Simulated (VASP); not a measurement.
# Rh (Fm-3m) in VASP: further runs

The runs below take Rh through single point, with LDA, PBE.

All numbers are computed with VASP 6.6.1; they aren't measurements. Logs are shortened: lines on timing, memory, paths and dates and some standing lists are left out, and cuts for length are marked.

### 1 The cell of the first run

Symmetry: Fm-3m, No. 225, cubic system. Conventional cell: a = 3.796 Å, b = 3.796 Å, c = 3.796 Å, α = 90.00°, β = 90.00°, γ = 90.00°. Within 3.5 Å of Rh (site symmetry m-3m) lie 12 Rh at 2.68 Å.

### 2 Single point, LDA

Input file INCAR:

```
ALGO     = Normal         # electronic algorithm
EDIFF    = 1E-6           # SCF threshold, eV
ENCUT    = 520            # plane-wave cutoff, eV
ISIF     = 2              # what is computed and relaxed
ISMEAR   = -1             # smearing method
LASPH    = True           # aspherical terms in the spheres
LCHARG   = False          # write CHGCAR
LREAL    = False          # projectors in reciprocal space
LWAVE    = False          # write WAVECAR
NBANDS   = 14             # bands
NELM     = 100            # most SCF steps
PREC     = Accurate       # precision mode
SIGMA    = 0.05           # smearing width, eV
```

Input file KPOINTS:

```
k-points
0
Gamma
  12 12 12
```

Input file POSCAR:

```
Rh
1.0
    0.0000000000      1.8978500000      1.8978500000
    1.8978500000      0.0000000000      1.8978500000
    1.8978500000      1.8978500000      0.0000000000
Rh
1
Direct
    0.0000000000      0.0000000000      0.0000000000
```

Potentials or basis: VASP PAW LDA potentials, release 64 (Rh_pv).

The run is started by

```console
> cat potpaw_LDA.64/Rh_pv/POTCAR > POTCAR
> mpirun -np 1 vasp_std > vasp.out
```

OUTCAR:

```text
EDIFF = 1E-6
   ENCUT = 520
   ISIF = 2
   ISMEAR = -1
   LASPH = True
   LREAL = False
   NELM = 100
   PREC = Accurate

 ion  position               nearest neighbor table
   1  0.000  0.000  0.000-

  LATTYP: Found a face centered cubic cell.
 ALAT       =     3.7957000000

  Lattice vectors:

 A1 = (   0.0000000000,   1.8978500000,   1.8978500000)
 A2 = (   1.8978500000,   0.0000000000,   1.8978500000)
 A3 = (   1.8978500000,   1.8978500000,   0.0000000000)

Analysis of symmetry for initial positions (statically):
[... 33 lines left out ...]
                                     Primitive cell

  volume of cell :      13.6715

  direct lattice vectors                    reciprocal lattice vectors
     0.000000000  1.897850000  1.897850000    -0.263456016  0.263456016  0.263456016
     1.897850000  0.000000000  1.897850000     0.263456016 -0.263456016  0.263456016
     1.897850000  1.897850000  0.000000000     0.263456016  0.263456016 -0.263456016

  length of vectors
     2.683965209  2.683965209  2.683965209     0.456319205  0.456319205  0.456319205

  position of ions in fractional coordinates (direct lattice)
     0.000000000  0.000000000  0.000000000

  ion indices of the primitive-cell ions
   primitive index   ion index
                 1           1

----------------------------------------------------------------------------------------

 KPOINTS: k-points

Automatic generation of k-mesh.
 Grid dimensions read from file:
 generate k-points for:   12   12   12

 Generating k-lattice:

  Cartesian coordinates                     Fractional coordinates (reciprocal lattice)
    -0.021954668  0.021954668  0.021954668     0.083333333  0.000000000  0.000000000
     0.021954668 -0.021954668  0.021954668     0.000000000  0.083333333  0.000000000
     0.021954668  0.021954668 -0.021954668     0.000000000  0.000000000  0.083333333

  Length of vectors
     0.038026600  0.038026600  0.038026600

  Shift w.r.t. Gamma in fractional coordinates (k-lattice)
     0.000000000  0.000000000  0.000000000

 Subroutine IBZKPT returns following result:
 ===========================================

 Found     72 irreducible k-points:

 Following reciprocal coordinates:
            Coordinates               Weight
  0.000000  0.000000  0.000000      1.000000
  0.083333  0.000000  0.000000      8.000000
  0.166667  0.000000  0.000000      8.000000
  0.250000  0.000000  0.000000      8.000000
  0.333333  0.000000  0.000000      8.000000
  0.416667  0.000000  0.000000      8.000000
[... 16 lines left out ...]
  0.500000  0.166667  0.000000     24.000000
 -0.416667  0.166667  0.000000     24.000000
 [... further k-points ...]
   k-points           NKPTS =     72   k-points in BZ     NKDIM =     72   number of bands    NBANDS=     14
   number of dos      NEDOS =    301   number of ions     NIONS =      1
   total plane-waves  NPLWV =   8000
   dimension x,y,z NGX =    20 NGY =   20 NGZ =   20
   dimension x,y,z NGXF=    40 NGYF=   40 NGZF=   40
   ions per type =               1
   NGX,Y,Z   is equivalent  to a cutoff of  12.39, 12.39, 12.39 a.u.
   NGXF,Y,Z  is equivalent  to a cutoff of  24.78, 24.78, 24.78 a.u.
 SYSTEM =  unknown system
   PREC   = accura    normal or accurate (medium, high low for compatibility)
   ISTART =      0    job   : 0-new  1-cont  2-samecut
   ICHARG =      2    charge: 1-file 2-atom 10-const
   ISPIN  =      1    spin polarized calculation?
   LNONCOLLINEAR =      F non collinear calculations
   LSORBIT =      F    spin-orbit coupling
   LASPH  =      T    aspherical Exc in radial PAW
   ENCUT  =  520.0 eV  38.22 Ry    6.18 a.u.   4.99  4.99  4.99*2*pi/ulx,y,z
   NELM   =    100;   NELMIN=  2; NELMDL= -5     # of ELM steps
   EDIFF  = 0.1E-05   stopping-criterion for ELM
   LREAL  =      F    real-space projection
   EDIFFG = 0.1E-04   stopping-criterion for IOM
   NSW    =      0    number of steps for IOM
   IBRION =     -1    ionic relax: 0-MD 1-quasi-New 2-CG
   NFREE  =      0    steps in history (QN), initial steepest desc. (CG)
   ISIF   =      2    stress and relaxation
   ISYM   =      2    0-nonsym 1-usesym 2-fastsym
   POTIM  = 0.5000    time-step for ionic-motion
   TEBEG  =    0.0;   TEEND  =   0.0 temperature during run
   PSTRESS=    0.0 pullay stress
   NELECT =      15.0000    total number of electrons
   NUPDOWN=      -1.0000    fix difference up-down
   EMIN   =  10.00;   EMAX   =-10.00  energy-range for DOS
   EFERMI =   0.00;   METHOD = LEGACY
   ISMEAR =    -1;   SIGMA  =   0.05  broadening in eV -4-tet -1-fermi 0-gaus
   EFERMI_NEDOS =   21; number of points for ismear=-14 and -15
   IALGO  =     38    algorithm
   IMIX   =      4    mixing-type and parameters
     AMIX     =   0.40;   BMIX     =  1.00
     AMIX_MAG =   1.60;   BMIX_MAG =  1.00
  volume/ion in A,a.u.               =      13.67        92.26
  Fermi-wavevector in a.u.,A,eV,Ry     =   1.688496  3.190795 38.790465  2.851019
  Thomas-Fermi vector in A             =   2.770792
   LORBIT       =      0    0 simple, 1 ext, 2 COOP (PROOUT), +10 PAW based schemes
   GGA     = CA    functional components
   LHFCALC =     F    Hartree Fock is set to
   AEXX    =    0.0000 exact exchange contribution
   IVDW    =     0    specifies the selected vdW correction
   LEPSILON=     F    determine dielectric tensor
   LRPA    =     F    only Hartree local field effects (RPA)
 non-spin polarized calculation
  energy-cutoff  :      520.00
  volume of cell :       13.67
 maximum number of plane-waves:       380
   NGX =  9   NGY =  9   NGZ =  9

 number of electron      15.0000007 magnetization

 Free energy of the ion-electron system (eV)
  ---------------------------------------------------
  ext. energy  EPLUGINS =         0.00000000
  ---------------------------------------------------
  free energy    TOTEN  =        -8.68030506 eV

  energy without entropy =       -8.67213040  energy(sigma->0) =       -8.67621773

 E-fermi :  11.8226     XC(G=0): -14.3901

 val. band max:       11.7357370273   @ k =   0.3333   0.0833   0.0000
 cond. band min:      11.8618154131   @ k =   0.3333   0.1667   0.0000
 fundamental gap:      0.1260783859
 Fermi energy:        11.8225738804

 k-point     1 :       0.0000    0.0000    0.0000
  band No.  band energies     occupation
      1     -34.3819      2.00000
      2     -34.3819      2.00000
      3     -34.3819      2.00000
      4       3.7429      2.00000
      5       8.6645      2.00000
      6       8.6645      2.00000
      7       8.6645      2.00000
      8      10.8063      2.00000
      9      10.8063      2.00000
     10      27.7616      0.00000
     11      32.1043      0.00000
     12      33.1969      0.00000
     13      33.1969      0.00000
     14      33.1969      0.00000

 k-point     2 :       0.0833    0.0000    0.0000
  band No.  band energies     occupation
      1     -34.4346      2.00000
      2     -34.3890      2.00000
      3     -34.3890      2.00000
      4       4.0219      2.00000
      5       8.5447      2.00000
      6       8.7718      2.00000
      7       8.7718      2.00000
      8      10.7482      2.00000
      9      10.7482      2.00000
     10      28.1637      0.00000
     11      31.8301      0.00000
     12      32.1090      0.00000
     13      33.6093      0.00000
     14      33.6093      0.00000

 k-point     3 :       0.1667    0.0000    0.0000
  band No.  band energies     occupation
      1     -34.5772      2.00000
      2     -34.4084      2.00000
      3     -34.4084      2.00000
      4       4.7626      2.00000
      5       8.3324      2.00000
      6       8.9902      2.00000
      7       8.9902      2.00000
      8      10.6977      2.00000
      9      10.6977      2.00000
     10      29.0059      0.00000
     11      29.5012      0.00000
     12      32.1047      0.00000
     13      34.7534      0.00000
     14      34.7534      0.00000

 k-point     4 :       0.2500    0.0000    0.0000
  band No.  band energies     occupation
      1     -34.7688      2.00000
      2     -34.4347      2.00000
      3     -34.4347      2.00000
      4       5.5407      2.00000
      5       8.5410      2.00000
      6       9.0364      2.00000
      7       9.0364      2.00000
      8      10.9646      2.00000
      9      10.9646      2.00000
     10      26.9152      0.00000
     11      29.3760      0.00000
     12      32.1047      0.00000
     13      36.2202      0.00000
     14      36.2202      0.00000

 k-point     5 :       0.3333    0.0000    0.0000
  band No.  band energies     occupation
      1     -34.9569      2.00000
      2     -34.4609      2.00000
      3     -34.4609      2.00000
      4       5.7560      2.00000
      5       8.8595      2.00000
      6       8.8595      2.00000
      7       9.7741      2.00000
      8      11.5641      1.98869
      9      11.5641      1.98869
     10      24.2431      0.00000
     11      28.4976      0.00000
[... 276 lines left out ...]
 k-point    22 :       0.4167    0.1667    0.0000
  band No.  band energies     occupation
      1     -34.9847      2.00000
      2     -34.5595      2.00000
      3     -34.5302      2.00000
      4       6.3137      2.00000
      5       8.0609      2.00000
      6       8.8155      2.00000
      7       9.5630      2.00000
      8      12.3268      0.00008
      9      13.4209      0.00000
     10      23.5591      0.00000
     11      28.9398      0.00000
     12      31.0444      0.00000
     13      32.0991      0.00000
     14      32.8702      0.00000

 k-point    23 :       0.5000    0.1667    0.0000
  band No.  band energies     occupation
      1     -35.0651      2.00000
      2     -34.6001      2.00000
      3     -34.5308      2.00000
      4       6.2638      2.00000
      5       7.9967      2.00000
      6       9.3721      2.00000
      7       9.4612      2.00000
      8      12.4422      0.00001
      9      15.3589      0.00000
     10      20.9484      0.00000
     11      28.1923      0.00000
     12      31.1988      0.00000
     13      31.5692      0.00000
     14      32.1119      0.00000

 k-point    24 :      -0.4167    0.1667    0.0000
  band No.  band energies     occupation
      1     -35.0718      2.00000
      2     -34.6253      2.00000
      3     -34.5151      2.00000
      4       6.3310      2.00000
      5       8.0090      2.00000
      6       9.2813      2.00000
      7       9.7091      2.00000
      8      12.0646      0.01569
      9      15.9365      0.00000
     10      20.5376      0.00000
     11      27.8586      0.00000
     12      30.6584      0.00000
     13      32.1071      0.00000
     14      32.3228      0.00000

 [... further k-points ...]
[... 5 lines left out ...]
  --------------------------------------------------------------------------------------
  -------------------------------------------------------------------------------------
  Total       -0.7753744     -0.7753744     -0.7753744      0.0000000      0.0000000      0.0000000
  in kB      -90.8670438    -90.8670438    -90.8670438      0.0000000      0.0000000      0.0000000
  external PRESSURE =     -90.8670438 kB  Pullay stress =       0.0000000 kB

 VOLUME and BASIS-vectors are now :
 -----------------------------------------------------------------------------
  energy-cutoff  :      520.00
  volume of cell :       13.67
      direct lattice vectors                 reciprocal lattice vectors
     0.000000000  1.897850000  1.897850000    -0.263456016  0.263456016  0.263456016
     1.897850000  0.000000000  1.897850000     0.263456016 -0.263456016  0.263456016
     1.897850000  1.897850000  0.000000000     0.263456016  0.263456016 -0.263456016

 POSITION                                       TOTAL-FORCE (eV/Angst)
 -----------------------------------------------------------------------------------
      0.00000      0.00000      0.00000         0.000000     -0.000000     -0.000000
 -----------------------------------------------------------------------------------
    total drift:                               -0.000000     -0.000000     -0.000000

  FREE ENERGIE OF THE ION-ELECTRON SYSTEM (eV)
  ---------------------------------------------------
  free  energy   TOTEN  =        -8.6803050613 eV

  energy  without entropy=       -8.6721304005  energy(sigma->0) =       -8.67621773
```

It took 6.9 s on 1 thread of AMD EPYC 7R13 (Zen 3), shared host; peak memory 0.09 GiB.

What came out:

```
Free energy : -8.6803 eV
Pressure    : -9.1 GPa
```

### 3 Single point, LDA

This run uses another cell than the first one, of 13.94 Å³/atom, 1.020 times its volume.

Input file INCAR:

```
SYSTEM = Rh
ALGO = Normal ; EDIFF = 1E-6
ENCUT = 520 ; ISIF = 2
ISMEAR = -1 ; LASPH = .TRUE.
LCHARG = .FALSE. ; LREAL = .FALSE.
LWAVE = .FALSE. ; NBANDS = 14
NELM = 80 ; PREC = Accurate
SIGMA = 0.05
```

Input file KPOINTS:

```
k-points
0
G
  12 12 12
  0 0 0
```

Input file POSCAR:

```
Rh
1.0
    0.0000000000      1.9104189093      1.9104189093
    1.9104189093      0.0000000000      1.9104189093
    1.9104189093      1.9104189093      0.0000000000
Rh
1
Direct
    0.0000000000      0.0000000000      0.0000000000
```

Potentials or basis: VASP PAW LDA potentials, release 64 (Rh_pv).

The run is started by

```console
> cat potpaw_LDA.64/Rh_pv/POTCAR > POTCAR
> mpirun -np 1 vasp_std > vasp.out
```

OUTCAR:

```text
SYSTEM = Rh
   EDIFF = 1E-6
   ENCUT = 520
   ISIF = 2
   ISMEAR = -1
   LASPH = .TRUE.
   LREAL = .FALSE.
   NELM = 80
   PREC = Accurate

 ion  position               nearest neighbor table
   1  0.000  0.000  0.000-

  LATTYP: Found a face centered cubic cell.
 ALAT       =     3.8208378186

  Lattice vectors:

 A1 = (   0.0000000000,   1.9104189093,   1.9104189093)
 A2 = (   1.9104189093,   0.0000000000,   1.9104189093)
 A3 = (   1.9104189093,   1.9104189093,   0.0000000000)

Analysis of symmetry for initial positions (statically):
=====================================================================
 Subroutine PRICEL returns:
 Original cell was already a primitive cell.

 Routine SETGRP: Setting up the symmetry group for a
 face centered cubic supercell.

 Subroutine GETGRP returns: Found 48 space group operations
 (whereof 48 operations were pure point group operations)
 out of a pool of 48 trial point group operations.

The static configuration has the point symmetry O_h .

Analysis of symmetry for dynamics (positions and initial velocities):
=====================================================================
 Subroutine PRICEL returns:
 Original cell was already a primitive cell.

 Routine SETGRP: Setting up the symmetry group for a
 face centered cubic supercell.

 Subroutine GETGRP returns: Found 48 space group operations
 (whereof 48 operations were pure point group operations)
 out of a pool of 48 trial point group operations.

The dynamic configuration has the point symmetry O_h .

 Subroutine INISYM returns: Found 48 space group operations
 (whereof 48 operations are pure point group operations),
 and found     1 'primitive' translations

----------------------------------------------------------------------------------------

                                     Primitive cell

  volume of cell :      13.9449

  direct lattice vectors                    reciprocal lattice vectors
     0.000000000  1.910418909  1.910418909    -0.261722703  0.261722703  0.261722703
     1.910418909  0.000000000  1.910418909     0.261722703 -0.261722703  0.261722703
[... 113 lines left out ...]
   LRPA    =     F    only Hartree local field effects (RPA)
 non-spin polarized calculation
  energy-cutoff  :      520.00
  volume of cell :       13.94
 maximum number of plane-waves:       388
   NGX =  9   NGY =  9   NGZ =  9

 number of electron      15.0000005 magnetization

 Free energy of the ion-electron system (eV)
  ---------------------------------------------------
  ext. energy  EPLUGINS =         0.00000000
  ---------------------------------------------------
  free energy    TOTEN  =        -8.66058427 eV

  energy without entropy =       -8.65206325  energy(sigma->0) =       -8.65632376

 E-fermi :  11.4538     XC(G=0): -14.2642

 val. band max:       11.3706512241   @ k =   0.3333   0.0833   0.0000
 cond. band min:      11.4920553934   @ k =   0.3333   0.1667   0.0000
 fundamental gap:      0.1214041692
 Fermi energy:        11.4537748069

 k-point     1 :       0.0000    0.0000    0.0000
  band No.  band energies     occupation
      1     -34.7142      2.00000
      2     -34.7142      2.00000
      3     -34.7142      2.00000
      4       3.5230      2.00000
      5       8.3929      2.00000
      6       8.3929      2.00000
      7       8.3929      2.00000
      8      10.4692      2.00000
      9      10.4692      2.00000
     10      27.4116      0.00000
     11      31.7932      0.00000
     12      32.7335      0.00000
     13      32.7335      0.00000
     14      32.7335      0.00000
[... 377 lines left out ...]
      1     -35.3583      2.00000
      2     -34.9416      2.00000
      3     -34.8390      2.00000
      4       6.1130      2.00000
      5       7.7616      2.00000
      6       8.9947      2.00000
      7       9.4049      2.00000
      8      11.6888      0.01802
      9      15.4983      0.00000
     10      19.9846      0.00000
     11      27.3783      0.00000
     12      30.1362      0.00000
     13      31.7307      0.00000
     14      31.7952      0.00000

 [... further k-points ...]

------------------------ aborting loop because EDIFF is reached ----------------------------------------

  FORCE on cell =-STRESS in cart. coord.  units (eV):
  Direction    XX          YY          ZZ          XY          YZ          ZX
  --------------------------------------------------------------------------------------
  -------------------------------------------------------------------------------------
  Total       -1.2317864     -1.2317864     -1.2317864      0.0000000      0.0000000      0.0000000
  in kB     -141.5240223   -141.5240223   -141.5240223      0.0000000      0.0000000      0.0000000
  external PRESSURE =    -141.5240223 kB  Pullay stress =       0.0000000 kB

 VOLUME and BASIS-vectors are now :
 -----------------------------------------------------------------------------
  energy-cutoff  :      520.00
  volume of cell :       13.94
      direct lattice vectors                 reciprocal lattice vectors
     0.000000000  1.910418909  1.910418909    -0.261722703  0.261722703  0.261722703
     1.910418909  0.000000000  1.910418909     0.261722703 -0.261722703  0.261722703
     1.910418909  1.910418909  0.000000000     0.261722703  0.261722703 -0.261722703

 POSITION                                       TOTAL-FORCE (eV/Angst)
 -----------------------------------------------------------------------------------
      0.00000      0.00000      0.00000        -0.000000     -0.000000      0.000000
 -----------------------------------------------------------------------------------
    total drift:                               -0.000000     -0.000000     -0.000000

  FREE ENERGIE OF THE ION-ELECTRON SYSTEM (eV)
  ---------------------------------------------------
  free  energy   TOTEN  =        -8.6605842712 eV

  energy  without entropy=       -8.6520632490  energy(sigma->0) =       -8.65632376
```

Wall time 7.1 s (1 thread of AMD EPYC 7R13 (Zen 3), shared host); peak memory 0.09 GiB.

What came out:

```yaml
Free_energy: -8.6606 eV
Pressure: -14.2 GPa
```

(Part 1 of 2 ends here.)
